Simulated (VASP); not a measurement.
# TiW3 (Cmmm) in VASP: a series of runs

Runs on TiW3. Level: PBE. Tasks: single point.

All numbers are computed with VASP 6.6.1; they aren't measurements. Logs are shortened: lines on timing, memory, paths and dates and some standing lists are left out, and cuts for length are marked.

### Step 1. The cell of the first run

Symmetry: Cmmm, No. 65, orthorhombic system. Conventional cell: a = 5.722 Å, b = 8.093 Å, c = 2.861 Å, α = 90.00°, β = 90.00°, γ = 90.00°. Within 3.8 Å of Ti (site symmetry mmm) lie 2 Ti at 2.86 Å and 10 W at 2.86 Å. W (site symmetry 2/m) has 8 W at 2.86 Å and 4 Ti at 2.86 Å within 3.8 Å. Within 3.8 Å of W (site symmetry mmm) lie 2 Ti at 2.86 Å and 10 W at 2.86 Å.

### Step 2. Single point, PBE

File INCAR:

```
SYSTEM = TiW3
PREC = Accurate
ENCUT = 520
EDIFF = 1E-6
ISMEAR = 0
SIGMA = 0.1
LREAL = .False.
LASPH = .True.
NELM = 100
ALGO = Normal
ISIF = 2
LWAVE = .False.
LCHARG = .True.
GGA = PE
LELF = .True.
LVHAR = .True.
NBANDS = 35
```

File KPOINTS:

```
regular mesh
0
Gamma
  4 4 6
  0 0 0
```

File POSCAR:

```
TiW3
1.0
    2.8611967700     -4.0463432800      0.0000000000
    2.8611967700      4.0463432800      0.0000000000
    0.0000000000      0.0000000000      2.8611967700
Ti W
1 3
Direct
    0.5000000000      0.5000000000      0.5000000000
    0.0000000000      0.5000000000      0.0000000000
    0.0000000000      0.0000000000      0.5000000000
    0.5000000000      0.0000000000      0.0000000000
```

Potentials or basis: VASP PAW PBE potentials, release 64 (Ti_sv, W_sv).

Launch:

```console
$ cat potpaw_PBE.64/Ti_sv/POTCAR potpaw_PBE.64/W_sv/POTCAR > POTCAR
$ mpirun -np 1 vasp_std > vasp.out
```

OUTCAR:

```text
SYSTEM = TiW3
   PREC = Accurate
   ENCUT = 520
   EDIFF = 1E-6
   ISMEAR = 0
   LREAL = .False.
   LASPH = .True.
   NELM = 100
   ISIF = 2
   GGA = PE

 ion  position               nearest neighbor table
   1  0.500  0.500  0.500-   3 2.86   3 2.86   4 2.86   2 2.86   4 2.86   4 2.86   4 2.86   2 2.86
                             2 2.86   2 2.86
   2  0.000  0.500  0.000-   4 2.86   4 2.86   1 2.86   1 2.86   3 2.86   3 2.86   3 2.86   1 2.86
                             1 2.86   3 2.86
   3  0.000  0.000  0.500-   1 2.86   1 2.86   4 2.86   2 2.86   4 2.86   2 2.86   2 2.86   4 2.86
                             4 2.86   2 2.86
   4  0.500  0.000  0.000-   2 2.86   2 2.86   3 2.86   1 2.86   3 2.86   1 2.86   1 2.86   3 2.86
                             3 2.86   1 2.86

  LATTYP: Found a base centered orthorhombic cell.
 ALAT       =     5.7223935400
 B/A-ratio  =     1.4142135635
 C/A-ratio  =     0.5000000000

  Lattice vectors:

 A1 = (   2.8611967700,  -4.0463432800,   0.0000000000)
 A2 = (   2.8611967700,   4.0463432800,   0.0000000000)
 A3 = (   0.0000000000,   0.0000000000,   2.8611967700)

Analysis of symmetry for initial positions (statically):
=====================================================================
 Subroutine PRICEL returns:
 Original cell was already a primitive cell.

 Routine SETGRP: Setting up the symmetry group for a
 base centered orthorhombic supercell.

 Subroutine GETGRP returns: Found  8 space group operations
 (whereof  8 operations were pure point group operations)
 out of a pool of  8 trial point group operations.

The static configuration has the point symmetry D_2h.

Analysis of symmetry for dynamics (positions and initial velocities):
=====================================================================
 Subroutine PRICEL returns:
 Original cell was already a primitive cell.

 Routine SETGRP: Setting up the symmetry group for a
 base centered orthorhombic supercell.

 Subroutine GETGRP returns: Found  8 space group operations
 (whereof  8 operations were pure point group operations)
 out of a pool of  8 trial point group operations.

The dynamic configuration has the point symmetry D_2h.

 Subroutine INISYM returns: Found  8 space group operations
 (whereof  8 operations are pure point group operations),
 and found     1 'primitive' translations

----------------------------------------------------------------------------------------

                                     Primitive cell

  volume of cell :      66.2503

  direct lattice vectors                    reciprocal lattice vectors
     2.861196770 -4.046343280  0.000000000     0.174752050 -0.123568359  0.000000000
     2.861196770  4.046343280  0.000000000     0.174752050  0.123568359  0.000000000
     0.000000000  0.000000000  2.861196770     0.000000000  0.000000000  0.349504099

  length of vectors
     4.955738179  4.955738179  2.861196770     0.214026677  0.214026677  0.349504099

  position of ions in fractional coordinates (direct lattice)
     0.500000000  0.500000000  0.500000000
     1.000000000  0.500000000  0.000000000
     0.000000000  0.000000000  0.500000000
     0.500000000  1.000000000  0.000000000

  ion indices of the primitive-cell ions
   primitive index   ion index
                 1           1
                 2           2
                 3           3
                 4           4

----------------------------------------------------------------------------------------

 KPOINTS: regular mesh

Automatic generation of k-mesh.
 Grid dimensions read from file:
 generate k-points for:    4    4    6

 Generating k-lattice:

  Cartesian coordinates                     Fractional coordinates (reciprocal lattice)
     0.043688012 -0.030892090  0.000000000     0.250000000 -0.000000000  0.000000000
     0.043688012  0.030892090  0.000000000    -0.000000000  0.250000000  0.000000000
     0.000000000  0.000000000  0.058250683     0.000000000  0.000000000  0.166666667

  Length of vectors
     0.053506669  0.053506669  0.058250683

  Shift w.r.t. Gamma in fractional coordinates (k-lattice)
     0.000000000  0.000000000  0.000000000

 Subroutine IBZKPT returns following result:
 ===========================================

 Found     28 irreducible k-points:

 Following reciprocal coordinates:
            Coordinates               Weight
  0.000000  0.000000  0.000000      1.000000
  0.250000 -0.000000  0.000000      4.000000
  0.500000 -0.000000  0.000000      2.000000
  0.250000  0.250000  0.000000      2.000000
  0.500000  0.250000  0.000000      4.000000
 -0.250000  0.250000  0.000000      2.000000
[... 16 lines left out ...]
  0.250000 -0.000000  0.500000      4.000000
  0.500000 -0.000000  0.500000      2.000000
 [... further k-points ...]
   k-points           NKPTS =     28   k-points in BZ     NKDIM =     28   number of bands    NBANDS=     35
   number of dos      NEDOS =    301   number of ions     NIONS =      4
   total plane-waves  NPLWV =  38400
   dimension x,y,z NGX =    40 NGY =   40 NGZ =   24
   dimension x,y,z NGXF=    80 NGYF=   80 NGZF=   48
   ions per type =               1   3
   NGX,Y,Z   is equivalent  to a cutoff of  13.42, 13.42, 13.94 a.u.
   NGXF,Y,Z  is equivalent  to a cutoff of  26.84, 26.84, 27.89 a.u.
 SYSTEM =  TiW3
   PREC   = accura    normal or accurate (medium, high low for compatibility)
   ISTART =      0    job   : 0-new  1-cont  2-samecut
   ICHARG =      2    charge: 1-file 2-atom 10-const
   ISPIN  =      1    spin polarized calculation?
   LNONCOLLINEAR =      F non collinear calculations
   LSORBIT =      F    spin-orbit coupling
   LASPH  =      T    aspherical Exc in radial PAW
   ENCUT  =  520.0 eV  38.22 Ry    6.18 a.u.   9.21  9.21  5.32*2*pi/ulx,y,z
   NELM   =    100;   NELMIN=  2; NELMDL= -5     # of ELM steps
   EDIFF  = 0.1E-05   stopping-criterion for ELM
   LREAL  =      F    real-space projection
   EDIFFG = 0.1E-04   stopping-criterion for IOM
   NSW    =      0    number of steps for IOM
   IBRION =     -1    ionic relax: 0-MD 1-quasi-New 2-CG
   NFREE  =      0    steps in history (QN), initial steepest desc. (CG)
   ISIF   =      2    stress and relaxation
   ISYM   =      2    0-nonsym 1-usesym 2-fastsym
   POTIM  = 0.5000    time-step for ionic-motion
   TEBEG  =    0.0;   TEEND  =   0.0 temperature during run
   PSTRESS=    0.0 pullay stress
   NELECT =      54.0000    total number of electrons
   NUPDOWN=      -1.0000    fix difference up-down
   EMIN   =  10.00;   EMAX   =-10.00  energy-range for DOS
   EFERMI =   0.00;   METHOD = LEGACY
   ISMEAR =     0;   SIGMA  =   0.10  broadening in eV -4-tet -1-fermi 0-gaus
   EFERMI_NEDOS =   21; number of points for ismear=-14 and -15
   IALGO  =     38    algorithm
   IMIX   =      4    mixing-type and parameters
     AMIX     =   0.40;   BMIX     =  1.00
     AMIX_MAG =   1.60;   BMIX_MAG =  1.00
  volume/ion in A,a.u.               =      16.56       111.77
  Fermi-wavevector in a.u.,A,eV,Ry     =   1.529244  2.889852 31.818397  2.338586
  Thomas-Fermi vector in A             =   2.636891
   LORBIT       =      0    0 simple, 1 ext, 2 COOP (PROOUT), +10 PAW based schemes
   GGA     = PE    functional components
   LHFCALC =     F    Hartree Fock is set to
   AEXX    =    0.0000 exact exchange contribution
   IVDW    =     0    specifies the selected vdW correction
   LEPSILON=     F    determine dielectric tensor
   LRPA    =     F    only Hartree local field effects (RPA)
 non-spin polarized calculation
 Gauss-broadening in eV      SIGMA  =   0.10
  energy-cutoff  :      520.00
  volume of cell :       66.25
 maximum number of plane-waves:      1798
 NGX is ok and might be reduce to    40
   NGX = 19   NGY = 19   NGZ = 11

 number of electron      54.0000002 magnetization

 Free energy of the ion-electron system (eV)
  ---------------------------------------------------
  ext. energy  EPLUGINS =         0.00000000
  ---------------------------------------------------
  free energy    TOTEN  =       -45.18576730 eV

  energy without entropy =      -45.15233572  energy(sigma->0) =      -45.16905151

 E-fermi :  10.0015     XC(G=0): -12.9839

 val. band max:        9.9783608491   @ k =  -0.2500   0.2500   0.5000
 cond. band min:      10.0081184634   @ k =   0.2500   0.2500   0.3333
 fundamental gap:      0.0297576143
 Fermi energy:        10.0015106217

 k-point     1 :       0.0000    0.0000    0.0000
  band No.  band energies     occupation
      1     -63.7494      2.00000
      2     -63.6708      2.00000
      3     -63.6537      2.00000
      4     -46.6240      2.00000
      5     -28.4830      2.00000
      6     -28.2535      2.00000
[... 27 lines left out ...]
     34      14.1950      0.00000
     35      14.2832      0.00000

 k-point     2 :       0.2500   -0.0000    0.0000
  band No.  band energies     occupation
      1     -63.7402      2.00000
      2     -63.6768      2.00000
      3     -63.6570      2.00000
      4     -46.6244      2.00000
      5     -28.3954      2.00000
      6     -28.1945      2.00000
[... 27 lines left out ...]
     34      13.4027      0.00000
     35      13.7729      0.00000

 k-point     3 :       0.5000   -0.0000    0.0000
  band No.  band energies     occupation
      1     -63.7272      2.00000
      2     -63.6880      2.00000
      3     -63.6589      2.00000
      4     -46.6247      2.00000
      5     -28.3210      2.00000
      6     -27.9926      2.00000
[... 27 lines left out ...]
     34      12.6213      0.00000
     35      12.6260      0.00000
[... 723 lines left out ...]
 k-point    23 :       0.2500   -0.0000    0.5000
  band No.  band energies     occupation
      1     -63.6660      2.00000
      2     -63.6643      2.00000
      3     -63.6421      2.00000
      4     -46.5751      2.00000
      5     -28.2782      2.00000
      6     -28.2656      2.00000
[... 27 lines left out ...]
     34      13.3800      0.00000
     35      13.9832      0.00000

 k-point    24 :       0.5000   -0.0000    0.5000
  band No.  band energies     occupation
      1     -63.6644      2.00000
      2     -63.6541      2.00000
      3     -63.6541      2.00000
      4     -46.5751      2.00000
      5     -28.3369      2.00000
      6     -28.3217      2.00000
[... 27 lines left out ...]
     34      14.5035      0.00000
     35      15.1316      0.00000

 [... further k-points ...]
[... 5 lines left out ...]
  --------------------------------------------------------------------------------------
  -------------------------------------------------------------------------------------
  Total       -0.0245305      0.4691523     -0.9816454      0.0000000      0.0000000      0.0000000
  in kB       -0.5932372     11.3458298    -23.7397989      0.0000000      0.0000000      0.0000000
  external PRESSURE =      -4.3290688 kB  Pullay stress =       0.0000000 kB

 VOLUME and BASIS-vectors are now :
 -----------------------------------------------------------------------------
  energy-cutoff  :      520.00
  volume of cell :       66.25
      direct lattice vectors                 reciprocal lattice vectors
     2.861196770 -4.046343280  0.000000000     0.174752050 -0.123568359  0.000000000
     2.861196770  4.046343280  0.000000000     0.174752050  0.123568359  0.000000000
     0.000000000  0.000000000  2.861196770     0.000000000  0.000000000  0.349504099

 POSITION                                       TOTAL-FORCE (eV/Angst)
 -----------------------------------------------------------------------------------
      2.86120      0.00000      1.43060         0.000000      0.000000      0.000000
      1.43060      2.02317      0.00000        -0.000000     -0.000000      0.000000
      0.00000      0.00000      1.43060        -0.000000     -0.000000      0.000000
      1.43060     -2.02317      0.00000        -0.000000     -0.000000      0.000000
 -----------------------------------------------------------------------------------
    total drift:                                0.000000      0.000000     -0.000000

  FREE ENERGIE OF THE ION-ELECTRON SYSTEM (eV)
  ---------------------------------------------------
  free  energy   TOTEN  =       -45.1857673029 eV

  energy  without entropy=      -45.1523357218  energy(sigma->0) =      -45.16905151
```

Run time: 1.7 min. Hardware: 1 thread of AMD EPYC 7R13, shared host; peak memory 0.18 GiB.

What came out:

| Item | Value |
| --- | --- |
| Free energy | -45.1858 eV |
| Pressure | -0.4 GPa |
| Band gap on the k mesh | zero (bands 27 and 28 overlap by 1.14 eV) |

Caveat: the k points lie up to 0.37 Å⁻¹ apart, too coarse for converged energies and pressures of a metal; spin-orbit coupling is left out, which moves the levels of the heavy elements.

### Step 3. Single point, PBE, collinear spin

File INCAR:

```
PREC = Accurate
ENCUT = 520
EDIFF = 1E-6
ISMEAR = 0
SIGMA = 0.1
LREAL = False
LASPH = True
NELM = 150
ALGO = Normal
ISIF = 2
LWAVE = False
LCHARG = False
ISPIN = 2
MAGMOM = 1 0 0 0
LORBIT = 11
LMAXMIX = 4
GGA = PE
NBANDS = 39
```

File KPOINTS:

```
Automatic mesh
0
Gamma
  4 4 6
```

POSCAR is that of step 2.

Potentials or basis: VASP PAW PBE potentials, release 64 (Ti_sv, W_sv).

Launch:

```console
$ cat potpaw_PBE.64/Ti_sv/POTCAR potpaw_PBE.64/W_sv/POTCAR > POTCAR
$ mpirun -np 1 vasp_std > vasp.out
```

OUTCAR:

```text
PREC = Accurate
   ENCUT = 520
   EDIFF = 1E-6
   ISMEAR = 0
   LREAL = False
   LASPH = True
   NELM = 150
   ISIF = 2
   ISPIN = 2
   LORBIT = 11
   GGA = PE

 ion  position               nearest neighbor table
   1  0.500  0.500  0.500-   3 2.86   3 2.86   4 2.86   2 2.86   4 2.86   4 2.86   4 2.86   2 2.86
                             2 2.86   2 2.86
   2  0.000  0.500  0.000-   4 2.86   4 2.86   1 2.86   1 2.86   3 2.86   3 2.86   3 2.86   1 2.86
                             1 2.86   3 2.86
   3  0.000  0.000  0.500-   1 2.86   1 2.86   4 2.86   2 2.86   4 2.86   2 2.86   2 2.86   4 2.86
                             4 2.86   2 2.86
   4  0.500  0.000  0.000-   2 2.86   2 2.86   3 2.86   1 2.86   3 2.86   1 2.86   1 2.86   3 2.86
                             3 2.86   1 2.86

  LATTYP: Found a base centered orthorhombic cell.
 ALAT       =     5.7223935400
 B/A-ratio  =     1.4142135635
 C/A-ratio  =     0.5000000000

  Lattice vectors:

 A1 = (   2.8611967700,  -4.0463432800,   0.0000000000)
 A2 = (   2.8611967700,   4.0463432800,   0.0000000000)
 A3 = (   0.0000000000,   0.0000000000,   2.8611967700)

Analysis of symmetry for initial positions (statically):
=====================================================================
 Subroutine PRICEL returns:
 Original cell was already a primitive cell.

 Routine SETGRP: Setting up the symmetry group for a
 base centered orthorhombic supercell.

 Subroutine GETGRP returns: Found  8 space group operations
 (whereof  8 operations were pure point group operations)
 out of a pool of  8 trial point group operations.

The static configuration has the point symmetry D_2h.

Analysis of symmetry for dynamics (positions and initial velocities):
=====================================================================
 Subroutine PRICEL returns:
 Original cell was already a primitive cell.

[... 167 lines left out ...]
  ---------------------------------------------------
  ext. energy  EPLUGINS =         0.00000000
  ---------------------------------------------------
  free energy    TOTEN  =       -45.18576752 eV

  energy without entropy =      -45.15233734  energy(sigma->0) =      -45.16905243

 E-fermi :  10.0016     XC(G=0): -12.9839

 val. band max:        9.9784192038   @ k =  -0.2500   0.2500   0.5000
 cond. band min:      10.0081857490   @ k =   0.2500   0.2500   0.3333
 fundamental gap:      0.0297665452
 Fermi energy:        10.0015845856

 spin component 1

 k-point     1 :       0.0000    0.0000    0.0000
  band No.  band energies     occupation
      1     -63.7494      1.00000
      2     -63.6708      1.00000
      3     -63.6537      1.00000
      4     -46.6235      1.00000
      5     -28.4830      1.00000
      6     -28.2535      1.00000
[... 997 lines left out ...]
     38      16.3503      0.00000
     39      16.6567      0.00000

 [... further k-points ...]

 spin component 2

 k-point     1 :       0.0000    0.0000    0.0000
  band No.  band energies     occupation
      1     -63.7494      1.00000
      2     -63.6708      1.00000
      3     -63.6537      1.00000
      4     -46.6236      1.00000
      5     -28.4830      1.00000
      6     -28.2535      1.00000
[... 997 lines left out ...]
     38      16.3503      0.00000
     39      16.6690      0.00000

 [... further k-points ...]
[... 5 lines left out ...]
  --------------------------------------------------------------------------------------
  -------------------------------------------------------------------------------------
  Total       -0.0339563      0.4590983     -0.9908397      0.0000000      0.0000000      0.0000000
  in kB       -0.8211894     11.1026881    -23.9621526      0.0000000      0.0000000      0.0000000
  external PRESSURE =      -4.5602179 kB  Pullay stress =       0.0000000 kB

 VOLUME and BASIS-vectors are now :
 -----------------------------------------------------------------------------
  energy-cutoff  :      520.00
  volume of cell :       66.25
      direct lattice vectors                 reciprocal lattice vectors
     2.861196770 -4.046343280  0.000000000     0.174752050 -0.123568359  0.000000000
     2.861196770  4.046343280  0.000000000     0.174752050  0.123568359  0.000000000
     0.000000000  0.000000000  2.861196770     0.000000000  0.000000000  0.349504099

 POSITION                                       TOTAL-FORCE (eV/Angst)
 -----------------------------------------------------------------------------------
      2.86120      0.00000      1.43060        -0.000000     -0.000000      0.000000
      1.43060      2.02317      0.00000         0.000000      0.000000      0.000000
      0.00000      0.00000      1.43060         0.000000      0.000000      0.000000
      1.43060     -2.02317      0.00000         0.000000      0.000000      0.000000
 -----------------------------------------------------------------------------------
    total drift:                                0.000000      0.000000     -0.000000

  FREE ENERGIE OF THE ION-ELECTRON SYSTEM (eV)
  ---------------------------------------------------
  free  energy   TOTEN  =       -45.1857675175 eV

  energy  without entropy=      -45.1523373393  energy(sigma->0) =      -45.16905243

 total charge

# of ion       s       p       d       tot
------------------------------------------
    1        2.238   6.186   1.893  10.317
    2        2.415   6.280   3.295  11.991
    3        2.411   6.304   3.275  11.990
    4        2.415   6.280   3.295  11.991
--------------------------------------------------
tot          9.480  25.050  11.759  46.289

 magnetization (x)

# of ion       s       p       d       tot
------------------------------------------
    1        0.000   0.000   0.000   0.000
    2        0.000   0.000   0.000   0.000
    3       -0.000  -0.000  -0.000  -0.000
    4        0.000   0.000   0.000   0.000
--------------------------------------------------
tot          0.000   0.000   0.000   0.000
```

It took 4.2 min on 1 thread of AMD EPYC 7R13, shared host; peak memory 0.25 GiB.

What came out:

```
Free energy                                           : -45.1858 eV
Pressure                                              : -0.5 GPa
Band gap on the k mesh                                : zero (filled and empty bands overlap)
Net moment                                            : 0.00 μB per cell
Valence electrons inside the program's atomic spheres : Ti 10.32; W 11.99
```

Stress tensor (GPa, compression positive):
```
-0.08  0.00  0.00
 0.00  1.11  0.00
 0.00  0.00 -2.40
```

Caveat: the k points lie up to 0.37 Å⁻¹ apart, too coarse for converged energies and pressures of a metal; spin-orbit coupling is left out, which moves the levels of the heavy elements.

(Continued in part 2 of 2.)

The gap in the log of VASP goes by the Fermi energy; the results here count the filled bands.